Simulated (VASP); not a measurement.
# LiTlS2 (P-4m2) in VASP: notebook

Aim: see how the results for LiTlS2 move with the level of theory and the settings. Levels: PBE, PBE-based global hybrid, HSE06. Tasks: single point.

Everything below comes from runs of VASP 6.6.1. Logs are shortened: lines on timing, memory, paths and dates and some standing lists are left out, and cuts for length are marked.

### 1 The cell of the first run

The structure is tetragonal, space group P-4m2 (No. 115). The conventional cell has a = 4.067 Å, b = 4.067 Å, c = 5.719 Å, α = 90.00°, β = 90.00°, γ = 90.00°. Li (site symmetry -4m2) has 4 S at 2.42 Å within 3.2 Å. Within 3.2 Å of S (site symmetry 2mm) lie 2 Li at 2.42 Å and 2 Tl at 2.55 Å. Tl (site symmetry -4m2) has 4 S at 2.55 Å within 3.4 Å.

### 2 Single point, PBE

Contents of INCAR:

```
SYSTEM = LiTlS2
PREC = Accurate
ENCUT = 520
EDIFF = 1E-7
ISMEAR = 0
SIGMA = 0.01
LREAL = .False.
LASPH = .True.
NELM = 60
ALGO = Normal
ISIF = 2
LWAVE = .False.
LCHARG = .False.
GGA = PE
NBANDS = 22
```

Contents of KPOINTS:

```
regular mesh
0
Gamma
  4 4 4
  0 0 0
```

Contents of POSCAR:

```
LiTlS2
1.0
    4.0667718546      0.0000000000      0.0000000000
    0.0000000000      4.0667718546      0.0000000000
    0.0000000000      0.0000000000      5.7187778110
Li S Tl
1 2 1
Direct
    0.0000000000      0.0000000000      0.0000000000
    0.0000000000      0.5000000000      0.2309016903
    0.5000000000      0.0000000000      0.7690983097
    0.5000000000      0.5000000000      0.5000000000
```

Potentials or basis: VASP PAW PBE potentials, release 64 (Li_sv, S, Tl_d).

The run is started by

```
$ cat potpaw_PBE.64/Li_sv/POTCAR potpaw_PBE.64/S/POTCAR potpaw_PBE.64/Tl_d/POTCAR > POTCAR
$ mpirun -np 1 vasp_std > vasp.out
```

OUTCAR:

```text
SYSTEM = LiTlS2
   PREC = Accurate
   ENCUT = 520
   EDIFF = 1E-7
   ISMEAR = 0
   LREAL = .False.
   LASPH = .True.
   NELM = 60
   ISIF = 2
   GGA = PE

 ion  position               nearest neighbor table
   1  0.000  0.000  0.000-   2 2.42   3 2.42   2 2.42   3 2.42
   2  0.000  0.500  0.231-   1 2.42   1 2.42   4 2.55   4 2.55
   3  0.500  0.000  0.769-   1 2.42   1 2.42   4 2.55   4 2.55
   4  0.500  0.500  0.500-   2 2.55   3 2.55   3 2.55   2 2.55

  LATTYP: Found a simple tetragonal cell.
 ALAT       =     4.0667718546
 C/A-ratio  =     1.4062204656

  Lattice vectors:

 A1 = (   4.0667718546,   0.0000000000,   0.0000000000)
 A2 = (   0.0000000000,   4.0667718546,   0.0000000000)
 A3 = (   0.0000000000,   0.0000000000,   5.7187778110)

Analysis of symmetry for initial positions (statically):
=====================================================================
 Subroutine PRICEL returns:
 Original cell was already a primitive cell.

 Routine SETGRP: Setting up the symmetry group for a
 simple tetragonal supercell.

 Subroutine GETGRP returns: Found  8 space group operations
 (whereof  8 operations were pure point group operations)
 out of a pool of 16 trial point group operations.

The static configuration has the point symmetry D_2d.

Analysis of symmetry for dynamics (positions and initial velocities):
=====================================================================
 Subroutine PRICEL returns:
 Original cell was already a primitive cell.

 Routine SETGRP: Setting up the symmetry group for a
 simple tetragonal supercell.

 Subroutine GETGRP returns: Found  8 space group operations
 (whereof  8 operations were pure point group operations)
 out of a pool of 16 trial point group operations.

The dynamic configuration has the point symmetry D_2d.

 Subroutine INISYM returns: Found  8 space group operations
 (whereof  8 operations are pure point group operations),
 and found     1 'primitive' translations

----------------------------------------------------------------------------------------

                                     Primitive cell

  volume of cell :      94.5808

  direct lattice vectors                    reciprocal lattice vectors
     4.066771855  0.000000000  0.000000000     0.245895279  0.000000000  0.000000000
     0.000000000  4.066771855  0.000000000     0.000000000  0.245895279  0.000000000
     0.000000000  0.000000000  5.718777811     0.000000000  0.000000000  0.174862538

  length of vectors
     4.066771855  4.066771855  5.718777811     0.245895279  0.245895279  0.174862538

  position of ions in fractional coordinates (direct lattice)
     0.000000000  0.000000000  0.000000000
     0.000000000  0.500000000  0.230901690
     0.500000000  0.000000000  0.769098310
     0.500000000  0.500000000  0.500000000

  ion indices of the primitive-cell ions
   primitive index   ion index
                 1           1
                 2           2
                 3           3
                 4           4

----------------------------------------------------------------------------------------

 KPOINTS: regular mesh

Automatic generation of k-mesh.
 Grid dimensions read from file:
 generate k-points for:    4    4    4

 Generating k-lattice:

  Cartesian coordinates                     Fractional coordinates (reciprocal lattice)
     0.061473820  0.000000000  0.000000000     0.250000000  0.000000000  0.000000000
     0.000000000  0.061473820  0.000000000     0.000000000  0.250000000  0.000000000
     0.000000000  0.000000000  0.043715634     0.000000000  0.000000000  0.250000000

  Length of vectors
     0.061473820  0.061473820  0.043715634

  Shift w.r.t. Gamma in fractional coordinates (k-lattice)
     0.000000000  0.000000000  0.000000000

 Subroutine IBZKPT returns following result:
 ===========================================

 Found     18 irreducible k-points:

 Following reciprocal coordinates:
            Coordinates               Weight
  0.000000  0.000000  0.000000      1.000000
  0.250000  0.000000  0.000000      4.000000
  0.500000  0.000000  0.000000      2.000000
  0.250000  0.250000  0.000000      4.000000
  0.500000  0.250000  0.000000      4.000000
  0.500000  0.500000  0.000000      1.000000
[... 10 lines left out ...]
  0.500000  0.250000  0.500000      4.000000
  0.500000  0.500000  0.500000      1.000000
   k-points           NKPTS =     18   k-points in BZ     NKDIM =     18   number of bands    NBANDS=     22
   number of dos      NEDOS =    301   number of ions     NIONS =      4
   total plane-waves  NPLWV =  43200
   dimension x,y,z NGX =    30 NGY =   30 NGZ =   48
   dimension x,y,z NGXF=    60 NGYF=   60 NGZF=   96
   ions per type =               1   2   1
   NGX,Y,Z   is equivalent  to a cutoff of  12.26, 12.26, 13.95 a.u.
   NGXF,Y,Z  is equivalent  to a cutoff of  24.53, 24.53, 27.91 a.u.
 SYSTEM =  LiTlS2
   PREC   = accura    normal or accurate (medium, high low for compatibility)
   ISTART =      0    job   : 0-new  1-cont  2-samecut
   ICHARG =      2    charge: 1-file 2-atom 10-const
   ISPIN  =      1    spin polarized calculation?
   LNONCOLLINEAR =      F non collinear calculations
   LSORBIT =      F    spin-orbit coupling
   LASPH  =      T    aspherical Exc in radial PAW
   ENCUT  =  520.0 eV  38.22 Ry    6.18 a.u.   7.56  7.56 10.63*2*pi/ulx,y,z
   NELM   =     60;   NELMIN=  2; NELMDL= -5     # of ELM steps
   EDIFF  = 0.1E-06   stopping-criterion for ELM
   LREAL  =      F    real-space projection
   EDIFFG = 0.1E-05   stopping-criterion for IOM
   NSW    =      0    number of steps for IOM
   IBRION =     -1    ionic relax: 0-MD 1-quasi-New 2-CG
   NFREE  =      0    steps in history (QN), initial steepest desc. (CG)
   ISIF   =      2    stress and relaxation
   ISYM   =      2    0-nonsym 1-usesym 2-fastsym
   POTIM  = 0.5000    time-step for ionic-motion
   TEBEG  =    0.0;   TEEND  =   0.0 temperature during run
   PSTRESS=    0.0 pullay stress
   NELECT =      28.0000    total number of electrons
   NUPDOWN=      -1.0000    fix difference up-down
   EMIN   =  10.00;   EMAX   =-10.00  energy-range for DOS
   EFERMI =   0.00;   METHOD = LEGACY
   ISMEAR =     0;   SIGMA  =   0.01  broadening in eV -4-tet -1-fermi 0-gaus
   EFERMI_NEDOS =   21; number of points for ismear=-14 and -15
   IALGO  =     38    algorithm
   IMIX   =      4    mixing-type and parameters
     AMIX     =   0.40;   BMIX     =  1.00
     AMIX_MAG =   1.60;   BMIX_MAG =  1.00
  volume/ion in A,a.u.               =      23.65       159.57
  Fermi-wavevector in a.u.,A,eV,Ry     =   1.091088  2.061858 16.197377  1.190474
  Thomas-Fermi vector in A             =   2.227326
   LORBIT       =      0    0 simple, 1 ext, 2 COOP (PROOUT), +10 PAW based schemes
   GGA     = PE    functional components
   LHFCALC =     F    Hartree Fock is set to
   AEXX    =    0.0000 exact exchange contribution
   IVDW    =     0    specifies the selected vdW correction
   LEPSILON=     F    determine dielectric tensor
   LRPA    =     F    only Hartree local field effects (RPA)
 non-spin polarized calculation
 Gauss-broadening in eV      SIGMA  =   0.01
  energy-cutoff  :      520.00
  volume of cell :       94.58
 maximum number of plane-waves:      2573
   NGX = 15   NGY = 15   NGZ = 21

 number of electron      27.9999990 magnetization

 Free energy of the ion-electron system (eV)
  ---------------------------------------------------
  ext. energy  EPLUGINS =         0.00000000
  ---------------------------------------------------
  free energy    TOTEN  =       -14.85558583 eV

  energy without entropy =      -14.85558583  energy(sigma->0) =      -14.85558583

 E-fermi :   2.3988     XC(G=0):  -8.6038

 val. band max:        2.2700089704   @ k =   0.0000   0.0000   0.0000
 cond. band min:       3.1965957808   @ k =   0.0000   0.0000   0.0000
 fundamental gap:      0.9265868104
 Fermi energy:         2.3988260798

 k-point     1 :       0.0000    0.0000    0.0000
  band No.  band energies     occupation
      1     -41.7106      2.00000
      2      -9.9156      2.00000
      3      -9.6353      2.00000
      4      -8.3135      2.00000
      5      -8.3135      2.00000
      6      -8.1807      2.00000
[... 14 lines left out ...]
     21      12.1030      0.00000
     22      13.5702      0.00000

 k-point     2 :       0.2500    0.0000    0.0000
  band No.  band energies     occupation
      1     -41.7106      2.00000
      2      -9.8157      2.00000
      3      -9.6430      2.00000
      4      -8.3081      2.00000
      5      -8.2170      2.00000
      6      -8.0813      2.00000
[... 14 lines left out ...]
     21      11.6348      0.00000
     22      11.9156      0.00000

 k-point     3 :       0.5000    0.0000    0.0000
  band No.  band energies     occupation
      1     -41.7104      2.00000
      2      -9.7189      2.00000
      3      -9.6685      2.00000
      4      -8.3026      2.00000
      5      -8.1785      2.00000
      6      -8.0853      2.00000
[... 14 lines left out ...]
     21      10.8919      0.00000
     22      11.3462      0.00000

 k-point     4 :       0.2500    0.2500    0.0000
  band No.  band energies     occupation
      1     -41.7104      2.00000
      2      -9.7442      2.00000
      3      -9.6403      2.00000
      4      -8.2798      2.00000
      5      -8.1561      2.00000
      6      -8.0926      2.00000
[... 14 lines left out ...]
     21      10.8881      0.00000
     22      11.1595      0.00000

 k-point     5 :       0.5000    0.2500    0.0000
  band No.  band energies     occupation
      1     -41.7103      2.00000
      2      -9.6835      2.00000
      3      -9.6478      2.00000
      4      -8.2382      2.00000
      5      -8.1272      2.00000
      6      -8.1242      2.00000
[... 14 lines left out ...]
     21      11.9415      0.00000
     22      12.2694      0.00000

 k-point     6 :       0.5000    0.5000    0.0000
  band No.  band energies     occupation
      1     -41.7102      2.00000
      2      -9.6476      2.00000
      3      -9.6476      2.00000
      4      -8.1615      2.00000
      5      -8.1386      2.00000
      6      -8.0983      2.00000
[... 14 lines left out ...]
     21      13.3766      0.00000
     22      13.3766      0.00000

 k-point     7 :       0.0000    0.0000    0.2500
  band No.  band energies     occupation
      1     -41.7107      2.00000
      2      -9.8603      2.00000
      3      -9.6459      2.00000
      4      -8.3152      2.00000
      5      -8.3152      2.00000
      6      -8.1768      2.00000
[... 174 lines left out ...]
      6      -8.0683      2.00000
[... 14 lines left out ...]
     21      10.6605      0.00000
     22      10.8643      0.00000

 k-point    15 :       0.5000    0.0000    0.5000
  band No.  band energies     occupation
      1     -41.7104      2.00000
      2      -9.7334      2.00000
      3      -9.6478      2.00000
      4      -8.3051      2.00000
      5      -8.1557      2.00000
      6      -8.0848      2.00000
[... 14 lines left out ...]
     21      10.7439      0.00000
     22      11.1528      0.00000

 k-point    16 :       0.2500    0.2500    0.5000
  band No.  band energies     occupation
      1     -41.7104      2.00000
      2      -9.7261      2.00000
      3      -9.6417      2.00000
      4      -8.2818      2.00000
      5      -8.1342      2.00000
      6      -8.0918      2.00000
[... 14 lines left out ...]
     21      10.4861      0.00000
     22      11.3231      0.00000

 k-point    17 :       0.5000    0.2500    0.5000
  band No.  band energies     occupation
      1     -41.7103      2.00000
      2      -9.6982      2.00000
      3      -9.6465      2.00000
      4      -8.2394      2.00000
      5      -8.1236      2.00000
      6      -8.1118      2.00000
[... 14 lines left out ...]
     21      11.1487      0.00000
     22      11.9434      0.00000

 k-point    18 :       0.5000    0.5000    0.5000
  band No.  band energies     occupation
      1     -41.7101      2.00000
      2      -9.6623      2.00000
      3      -9.6623      2.00000
      4      -8.1608      2.00000
      5      -8.1393      2.00000
      6      -8.0886      2.00000
[... 14 lines left out ...]
     21      10.5711      0.00000
     22      12.0077      0.00000

------------------------ aborting loop because EDIFF is reached ----------------------------------------

  FORCE on cell =-STRESS in cart. coord.  units (eV):
  Direction    XX          YY          ZZ          XY          YZ          ZX
  --------------------------------------------------------------------------------------
  -------------------------------------------------------------------------------------
  Total        0.7950796      0.7950796      0.7594681      0.0000000      0.0000000      0.0000000
  in kB       13.4684729     13.4684729     12.8652214      0.0000000      0.0000000      0.0000000
  external PRESSURE =      13.2673891 kB  Pullay stress =       0.0000000 kB

 VOLUME and BASIS-vectors are now :
 -----------------------------------------------------------------------------
  energy-cutoff  :      520.00
  volume of cell :       94.58
      direct lattice vectors                 reciprocal lattice vectors
     4.066771855  0.000000000  0.000000000     0.245895279  0.000000000  0.000000000
     0.000000000  4.066771855  0.000000000     0.000000000  0.245895279  0.000000000
     0.000000000  0.000000000  5.718777811     0.000000000  0.000000000  0.174862538

 POSITION                                       TOTAL-FORCE (eV/Angst)
 -----------------------------------------------------------------------------------
      0.00000      0.00000      0.00000        -0.000000      0.000000      0.000000
      0.00000      2.03339      1.32048         0.000000      0.000000     -0.169763
      2.03339      0.00000      4.39830        -0.000000      0.000000      0.169763
      2.03339      2.03339      2.85939        -0.000000     -0.000000      0.000000
 -----------------------------------------------------------------------------------
    total drift:                                0.000000      0.000000      0.000000

  FREE ENERGIE OF THE ION-ELECTRON SYSTEM (eV)
  ---------------------------------------------------
  free  energy   TOTEN  =       -14.8555858259 eV

  energy  without entropy=      -14.8555858259  energy(sigma->0) =      -14.85558583
```

It took 17 s on 1 thread of Intel Xeon 6975P-C (Granite Rapids), shared host; peak memory 0.2 GiB.

Results:

```yaml
Free_energy: -14.8556 eV
Largest_force: 0.170 eV/Å
Band_gap_on_the_k_mesh: 0.93 eV, direct
```

Forces in eV/Å, atoms in the order of the input:
```
Li   0.000  0.000  0.000
S    0.000  0.000 -0.170
S    0.000  0.000  0.170
Tl   0.000  0.000  0.000
```

Caveat: the cutoff is under 1.25 times the usual one of these potentials, so pressure, stress and relaxed cells hold a basis-set (Pulay) error; spin-orbit coupling is left out, which moves the levels of the heavy elements. A k mesh can miss the band edges.

(Part 1 of 2 ends here.)
